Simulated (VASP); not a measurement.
Input of a VASP 6.6.1 run:

The input INCAR:

```
PREC = Accurate
ENCUT = 600
EDIFF = 1E-7
ISMEAR = 0
SIGMA = 0.1
LREAL = F
LASPH = T
NELM = 80
ALGO = Normal
ISIF = 3
LWAVE = F
LCHARG = F
GGA = PE
IBRION = 2
NSW = 100
EDIFFG = -0.01
```

Contents of KPOINTS:

```
Automatic mesh
0
Gamma
  12 12 8
```

Contents of POSCAR:

```
Si5W
1.0
    4.7250705510      0.0000000000      0.0000000000
   -2.3625352755      4.0920311318      0.0000000000
    0.0000000000      0.0000000000      4.6506464559
Si W
5 1
Direct
    0.3333333333      0.6666666667      0.0000000000
    0.6666666667      0.3333333333      0.0000000000
    0.5000000000      0.0000000000      0.5000000000
    0.5000000000      0.5000000000      0.5000000000
    0.0000000000      0.5000000000      0.5000000000
    0.0000000000      0.0000000000      0.0000000000
```

Potentials or basis: VASP PAW PBE potentials, release 64 (Si, W_sv).

Command:

```bash
$ cat potpaw_PBE.64/Si/POTCAR potpaw_PBE.64/W_sv/POTCAR > POTCAR
$ mpirun -np 1 vasp_std > vasp.out
```

Problem. Predict the band gap on the k mesh.

Solution. Zero (band 17 reaches 11.03 eV, above the bottom of band 18 at 8.95 eV).

Problem. Estimate the relaxed cell.

Solution. a = 4.708 Å, b = 4.708 Å, c = 4.688 Å, α = 90.00°, β = 90.00°, γ = 120.00°.

Problem. Estimate the relaxed volume.

Solution. 15.00 Å³/atom.

Problem. Estimate the space group after relaxing (to 0.05 Å).

Solution. P6/mmm (No. 191).

Final structure:
```cif
data_structure
_symmetry_space_group_name_H-M 'P 1'
_symmetry_Int_Tables_number 1
_cell_length_a 4.7075
_cell_length_b 4.7075
_cell_length_c 4.6882
_cell_angle_alpha 90.000
_cell_angle_beta 90.000
_cell_angle_gamma 120.000
_cell_volume 89.97
loop_
_atom_site_label
_atom_site_type_symbol
_atom_site_fract_x
_atom_site_fract_y
_atom_site_fract_z
_atom_site_occupancy
Si1 Si 0.33333 0.66667 0.00000 1
Si2 Si 0.66667 0.33333 0.00000 1
Si3 Si 0.50000 0.00000 0.50000 1
Si4 Si 0.50000 0.50000 0.50000 1
Si5 Si 0.00000 0.50000 0.50000 1
W1 W 0.00000 0.00000 0.00000 1
```

Caveat: spin-orbit coupling is left out, which moves the levels of the heavy elements.
